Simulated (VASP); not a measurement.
# Rh (P6/mmm) in VASP: further runs

Rh is run at these levels: BLYP; tasks: single point, relaxation of cell and atoms.

All numbers are computed with VASP 6.6.1; they aren't measurements. Logs are shortened: lines on timing, memory, paths and dates and some standing lists are left out, and cuts for length are marked.

### Step 1. The cell of the first run

Symmetry: P6/mmm, No. 191, hexagonal system. Conventional cell: a = 4.417 Å, b = 4.417 Å, c = 2.713 Å, α = 90.00°, β = 90.00°, γ = 120.00°. Within 3.6 Å of Rh (site symmetry 6/mmm) lie 14 Rh at 2.71 to 2.89 Å. Within 3.4 Å of Rh (site symmetry -6m2) lie 11 Rh at 2.55 to 2.89 Å.

This isn't the form of Rh at room conditions, which is fcc.

### Step 2. Single point, BLYP

Input file INCAR:

```
SYSTEM = Rh
PREC = Accurate
ENCUT = 520
EDIFF = 1E-7
ISMEAR = -1
SIGMA = 0.1
LREAL = .FALSE.
LASPH = .TRUE.
NELM = 100
ALGO = Normal
ISIF = 2
LWAVE = .FALSE.
LCHARG = .FALSE.
GGA = B5
ALDAX = 1.0
AGGAX = 1.0
AGGAC = 1.0
ALDAC = 0.0
NBANDS = 30
```

Input file KPOINTS:

```
Automatic mesh
0
G
  11 11 15
  0 0 0
```

Input file POSCAR:

```
Rh
1.0
    4.4169790670      0.0000000000      0.0000000000
   -2.2084895335      3.8252160800      0.0000000000
    0.0000000000      0.0000000000      2.7131581976
Rh
3
Direct
    0.0000000000      0.0000000000      0.0000000000
    0.3333333333      0.6666666667      0.5000000000
    0.6666666667      0.3333333333      0.5000000000
```

Potentials or basis: VASP PAW PBE potentials, release 64 (Rh_pv).

Started as:

```sh
$ cat potpaw_PBE.64/Rh_pv/POTCAR > POTCAR
$ mpirun -np 1 vasp_std > vasp.out
```

OUTCAR:

```text
SYSTEM = Rh
   PREC = Accurate
   ENCUT = 520
   EDIFF = 1E-7
   ISMEAR = -1
   LREAL = .FALSE.
   LASPH = .TRUE.
   NELM = 100
   ISIF = 2
   GGA = B5

 ion  position               nearest neighbor table
   1  0.000  0.000  0.000-   2 2.89   3 2.89   2 2.89   3 2.89   2 2.89   2 2.89   3 2.89   3 2.89
                             3 2.89   3 2.89   2 2.89   2 2.89
   2  0.333  0.667  0.500-   3 2.55   3 2.55   3 2.55   1 2.89   1 2.89   1 2.89   1 2.89   1 2.89
                             1 2.89
   3  0.667  0.333  0.500-   2 2.55   2 2.55   2 2.55   1 2.89   1 2.89   1 2.89   1 2.89   1 2.89
                             1 2.89

  LATTYP: Found a hexagonal cell.
 ALAT       =     4.4169790670
 C/A-ratio  =     0.6142565216

  Lattice vectors:

 A1 = (   4.4169790670,   0.0000000000,   0.0000000000)
 A2 = (  -2.2084895335,   3.8252160800,   0.0000000000)
 A3 = (   0.0000000000,   0.0000000000,   2.7131581976)

Analysis of symmetry for initial positions (statically):
=====================================================================
 Subroutine PRICEL returns:
 Original cell was already a primitive cell.

 Routine SETGRP: Setting up the symmetry group for a
 hexagonal supercell.

 Subroutine GETGRP returns: Found 24 space group operations
 (whereof 24 operations were pure point group operations)
 out of a pool of 24 trial point group operations.

The static configuration has the point symmetry D_6h.

Analysis of symmetry for dynamics (positions and initial velocities):
=====================================================================
 Subroutine PRICEL returns:
 Original cell was already a primitive cell.

 Routine SETGRP: Setting up the symmetry group for a
 hexagonal supercell.

 Subroutine GETGRP returns: Found 24 space group operations
 (whereof 24 operations were pure point group operations)
 out of a pool of 24 trial point group operations.

The dynamic configuration has the point symmetry D_6h.

 Subroutine INISYM returns: Found 24 space group operations
 (whereof 24 operations are pure point group operations),
 and found     1 'primitive' translations

----------------------------------------------------------------------------------------

                                     Primitive cell

  volume of cell :      45.8412

  direct lattice vectors                    reciprocal lattice vectors
     4.416979067  0.000000000  0.000000000     0.226399081  0.130711570  0.000000000
    -2.208489533  3.825216080  0.000000000     0.000000000  0.261423140  0.000000000
     0.000000000  0.000000000  2.713158198     0.000000000  0.000000000  0.368574159

  length of vectors
     4.416979067  4.416979067  2.713158198     0.261423140  0.261423140  0.368574159

  position of ions in fractional coordinates (direct lattice)
     0.000000000  0.000000000  0.000000000
     0.333333333  0.666666667  0.500000000
     0.666666667  0.333333333  0.500000000

  ion indices of the primitive-cell ions
   primitive index   ion index
                 1           1
                 2           2
                 3           3

----------------------------------------------------------------------------------------

 KPOINTS: Automatic mesh

Automatic generation of k-mesh.
 Grid dimensions read from file:
 generate k-points for:   11   11   15

 Generating k-lattice:

  Cartesian coordinates                     Fractional coordinates (reciprocal lattice)
     0.020581735  0.011882870  0.000000000     0.090909091  0.000000000  0.000000000
     0.000000000  0.023765740  0.000000000     0.000000000  0.090909091  0.000000000
     0.000000000  0.000000000  0.024571611     0.000000000  0.000000000  0.066666667

  Length of vectors
     0.023765740  0.023765740  0.024571611

  Shift w.r.t. Gamma in fractional coordinates (k-lattice)
     0.000000000  0.000000000  0.000000000

 Subroutine IBZKPT returns following result:
 ===========================================

 Found    128 irreducible k-points:

 Following reciprocal coordinates:
            Coordinates               Weight
  0.000000  0.000000  0.000000      1.000000
  0.090909  0.000000  0.000000      6.000000
  0.181818  0.000000  0.000000      6.000000
  0.272727  0.000000  0.000000      6.000000
  0.363636 -0.000000  0.000000      6.000000
  0.454545  0.000000  0.000000      6.000000
[... 16 lines left out ...]
  0.090909  0.090909  0.066667     12.000000
  0.181818  0.090909  0.066667     24.000000
 [... further k-points ...]
   k-points           NKPTS =    128   k-points in BZ     NKDIM =    128   number of bands    NBANDS=     30
   number of dos      NEDOS =    301   number of ions     NIONS =      3
   total plane-waves  NPLWV =  25920
   dimension x,y,z NGX =    36 NGY =   36 NGZ =   20
   dimension x,y,z NGXF=    72 NGYF=   72 NGZF=   40
   ions per type =               3
   NGX,Y,Z   is equivalent  to a cutoff of  13.55, 13.55, 12.25 a.u.
   NGXF,Y,Z  is equivalent  to a cutoff of  27.10, 27.10, 24.51 a.u.
 SYSTEM =  Rh
   PREC   = accura    normal or accurate (medium, high low for compatibility)
   ISTART =      0    job   : 0-new  1-cont  2-samecut
   ICHARG =      2    charge: 1-file 2-atom 10-const
   ISPIN  =      1    spin polarized calculation?
   LNONCOLLINEAR =      F non collinear calculations
   LSORBIT =      F    spin-orbit coupling
   LASPH  =      T    aspherical Exc in radial PAW
   ENCUT  =  520.0 eV  38.22 Ry    6.18 a.u.   8.21  8.21  5.04*2*pi/ulx,y,z
   NELM   =    100;   NELMIN=  2; NELMDL= -5     # of ELM steps
   EDIFF  = 0.1E-06   stopping-criterion for ELM
   LREAL  =      F    real-space projection
   EDIFFG = 0.1E-05   stopping-criterion for IOM
   NSW    =      0    number of steps for IOM
   IBRION =     -1    ionic relax: 0-MD 1-quasi-New 2-CG
   NFREE  =      0    steps in history (QN), initial steepest desc. (CG)
   ISIF   =      2    stress and relaxation
   ISYM   =      2    0-nonsym 1-usesym 2-fastsym
   POTIM  = 0.5000    time-step for ionic-motion
   TEBEG  =    0.0;   TEEND  =   0.0 temperature during run
   PSTRESS=    0.0 pullay stress
   NELECT =      45.0000    total number of electrons
   NUPDOWN=      -1.0000    fix difference up-down
   EMIN   =  10.00;   EMAX   =-10.00  energy-range for DOS
   EFERMI =   0.00;   METHOD = LEGACY
   ISMEAR =    -1;   SIGMA  =   0.10  broadening in eV -4-tet -1-fermi 0-gaus
   EFERMI_NEDOS =   21; number of points for ismear=-14 and -15
   IALGO  =     38    algorithm
   IMIX   =      4    mixing-type and parameters
     AMIX     =   0.40;   BMIX     =  1.00
     AMIX_MAG =   1.60;   BMIX_MAG =  1.00
  volume/ion in A,a.u.               =      15.28       103.12
  Fermi-wavevector in a.u.,A,eV,Ry     =   1.627022  3.074626 36.017367  2.647202
  Thomas-Fermi vector in A             =   2.719886
   LORBIT       =      0    0 simple, 1 ext, 2 COOP (PROOUT), +10 PAW based schemes
   GGA     = B5    functional components
   LHFCALC =     F    Hartree Fock is set to
   AEXX    =    0.0000 exact exchange contribution
   IVDW    =     0    specifies the selected vdW correction
   LEPSILON=     F    determine dielectric tensor
   LRPA    =     F    only Hartree local field effects (RPA)
 non-spin polarized calculation
  energy-cutoff  :      520.00
  volume of cell :       45.84
 maximum number of plane-waves:      1260
 NGX is ok and might be reduce to    36
   NGX = 17   NGY = 17   NGZ = 11

 number of electron      45.0000001 magnetization

 Free energy of the ion-electron system (eV)
  ---------------------------------------------------
  ext. energy  EPLUGINS =         0.00000000
  ---------------------------------------------------
  free energy    TOTEN  =       -18.01984848 eV

  energy without entropy =      -17.80763074  energy(sigma->0) =      -17.91373961

 E-fermi :  10.6126     XC(G=0): -12.7100

 val. band max:       10.6118198216   @ k =   0.3636   0.1818   0.0667
 cond. band min:      10.6145856362   @ k =   0.3636   0.1818   0.2000
 fundamental gap:      0.0027658146
 Fermi energy:        10.6125609629

 k-point     1 :       0.0000    0.0000    0.0000
  band No.  band energies     occupation
      1     -35.9652      2.00000
      2     -35.9652      2.00000
      3     -35.6312      2.00000
      4     -35.6312      2.00000
      5     -35.4563      2.00000
      6     -35.3626      2.00000
[... 22 lines left out ...]
     29      18.7626      0.00000
     30      19.1656      0.00000

 k-point     2 :       0.0909    0.0000    0.0000
  band No.  band energies     occupation
      1     -35.9724      2.00000
      2     -35.9628      2.00000
      3     -35.6215      2.00000
      4     -35.6210      2.00000
      5     -35.4536      2.00000
      6     -35.3750      2.00000
[... 22 lines left out ...]
     29      19.8814      0.00000
     30      20.1628      0.00000

 k-point     3 :       0.1818    0.0000    0.0000
  band No.  band energies     occupation
      1     -35.9901      2.00000
      2     -35.9528      2.00000
      3     -35.6002      2.00000
      4     -35.5945      2.00000
      5     -35.4460      2.00000
      6     -35.4074      2.00000
[... 22 lines left out ...]
     29      20.7717      0.00000
     30      21.6088      0.00000

 k-point     4 :       0.2727    0.0000    0.0000
  band No.  band energies     occupation
      1     -36.0108      2.00000
      2     -35.9304      2.00000
      3     -35.5902      2.00000
      4     -35.5596      2.00000
      5     -35.4412      2.00000
      6     -35.4348      2.00000
[... 616 lines left out ...]
     29      25.4408      0.00000
     30      25.4601      0.00000

 k-point    23 :       0.0909    0.0909    0.0667
  band No.  band energies     occupation
      1     -35.9817      2.00000
      2     -35.9553      2.00000
      3     -35.6044      2.00000
      4     -35.5987      2.00000
      5     -35.4622      2.00000
      6     -35.4017      2.00000
[... 22 lines left out ...]
     29      19.7516      0.00000
     30      21.8105      0.00000

 k-point    24 :       0.1818    0.0909    0.0667
  band No.  band energies     occupation
      1     -35.9985      2.00000
      2     -35.9402      2.00000
      3     -35.5917      2.00000
      4     -35.5679      2.00000
      5     -35.4531      2.00000
      6     -35.4344      2.00000
[... 22 lines left out ...]
     29      20.8072      0.00000
     30      23.0993      0.00000

 [... further k-points ...]

------------------------ aborting loop because EDIFF is reached ----------------------------------------

  FORCE on cell =-STRESS in cart. coord.  units (eV):
  Direction    XX          YY          ZZ          XY          YZ          ZX
  --------------------------------------------------------------------------------------
  -------------------------------------------------------------------------------------
  Total        0.1620171      0.1620171      0.0696629      0.0000000      0.0000000     -0.0000000
  in kB        5.6625880      5.6625880      2.4347578      0.0000000      0.0000000     -0.0000000
  external PRESSURE =       4.5866446 kB  Pullay stress =       0.0000000 kB

 VOLUME and BASIS-vectors are now :
 -----------------------------------------------------------------------------
  energy-cutoff  :      520.00
  volume of cell :       45.84
      direct lattice vectors                 reciprocal lattice vectors
     4.416979067  0.000000000  0.000000000     0.226399081  0.130711570  0.000000000
    -2.208489533  3.825216080  0.000000000     0.000000000  0.261423140  0.000000000
     0.000000000  0.000000000  2.713158198     0.000000000  0.000000000  0.368574159

 POSITION                                       TOTAL-FORCE (eV/Angst)
 -----------------------------------------------------------------------------------
      0.00000      0.00000      0.00000         0.000000     -0.000000      0.000000
     -0.00000      2.55014      1.35658         0.000000      0.000000     -0.000000
      2.20849      1.27507      1.35658        -0.000000      0.000000      0.000000
 -----------------------------------------------------------------------------------
    total drift:                                0.000000      0.000000     -0.000000

  FREE ENERGIE OF THE ION-ELECTRON SYSTEM (eV)
  ---------------------------------------------------
  free  energy   TOTEN  =       -18.0198484840 eV

  energy  without entropy=      -17.8076307386  energy(sigma->0) =      -17.91373961
```

Wall time 3.7 min (1 thread of Intel Xeon 8259CL, shared host); peak memory 0.26 GiB.

What came out:

- Free energy: -18.0198 eV
- Pressure: 0.5 GPa
- Band gap on the k mesh: zero (an odd number of electrons rules out a gap without spin polarisation)

Caveat: the PAW data sets were made with another functional, which shifts forces and pressure a little.

### Step 3. Relaxation of cell and atoms, BLYP

This run uses another cell than the first one, of 13.75 Å³/atom.

Input file INCAR:

```
  AGGAC = 1.0
  AGGAX = 1.0
  ALDAC = 0.0
  ALDAX = 1.0
  ALGO = Normal
  EDIFF = 1E-7
  EDIFFG = -0.01
  ENCUT = 600
  GGA = B5
  IBRION = 2
  ISIF = 3
  ISMEAR = -1
  LASPH = T
  LCHARG = F
  LREAL = F
  LWAVE = F
  NELM = 80
  NSW = 80
  PREC = Accurate
  SIGMA = 0.1
```

Input file KPOINTS:

```
k-points
0
Gamma
  9 9 12
```

Input file POSCAR:

```
Rh
1.0
    4.2673781655      0.0000000000      0.0000000000
   -2.1336890828      3.6956578989      0.0000000000
    0.0000000000      0.0000000000      2.6159028155
Rh
3
Direct
    0.0000000000      0.0000000000      0.0000000000
    0.3333333333      0.6666666667      0.5000000000
    0.6666666667      0.3333333333      0.5000000000
```

Potentials or basis: VASP PAW PBE potentials, release 64 (Rh_pv).

Started as:

```sh
$ cat potpaw_PBE.64/Rh_pv/POTCAR > POTCAR
$ mpirun -np 1 vasp_std > vasp.out
```

It took 17 min on 1 thread of Intel Xeon 8259CL, shared host; peak memory 0.25 GiB.

It converged, with:

| Item | Value |
| --- | --- |
| Free energy | -18.0109 eV |
| Relaxed volume | 15.31 Å³/atom |
| Relaxed cell | a = 4.421 Å, b = 4.421 Å, c = 2.714 Å, α = 90.00°, β = 90.00°, γ = 120.00° |
| Space group after relaxing (to 0.1 Å) | P6/mmm (No. 191) |
| Energy gained by relaxing | 122.4 meV/atom |
| Ionic steps | 9 |
| Pressure after relaxing | 0.0 GPa |
| Band gap on the k mesh | zero (an odd number of electrons rules out a gap without spin polarisation) |

Step by step:
| step | energy change (eV) | largest force (eV/Å) | pressure (GPa) | volume (Å³) |
| --- | --- | --- | --- | --- |
| 1 | 0.0000 | 0.0000 | 28.13 | 41.25 |
| 2 | 0.7296 | 0.0000 | -23.98 | 57.42 |
| 3 | -0.3650 | 0.0000 | -1.64 | 46.32 |
| 4 | -0.3670 | 0.0000 | -0.29 | 46.00 |
| 5 | -0.3670 | 0.0000 | 0.13 | 45.90 |
| 6 | -0.3673 | 0.0000 | 0.12 | 45.91 |
| 7 | -0.3673 | 0.0000 | 0.12 | 45.91 |
| 8 | -0.3673 | 0.0000 | -0.16 | 45.97 |
| 9 | -0.3673 | 0.0000 | -0.02 | 45.94 |

Final structure:
```
Rh
1.0
     4.42066    0.00000    0.00000
    -2.21033    3.82841    0.00000
     0.00000    0.00000    2.71434
Rh
3
Direct
  0.00000 0.00000 0.00000
  0.33333 0.66667 0.50000
  0.66667 0.33333 0.50000
```

Levels at points of the mesh, in eV from the Fermi level:
| k point | band 21 | band 22 | band 23 | band 24 | band 25 | band 26 |
| --- | --- | --- | --- | --- | --- | --- |
| (0.00, 0.00, 0.00) | -1.44 | -1.37 | -1.37 | 0.65 | 0.65 | 8.07 |
| (0.00, 0.00, 0.50) | -0.05 | 0.30 | 0.30 | 1.33 | 2.62 | 3.38 |

Caveat: the PAW data sets were made with another functional, which shifts forces and pressure a little.
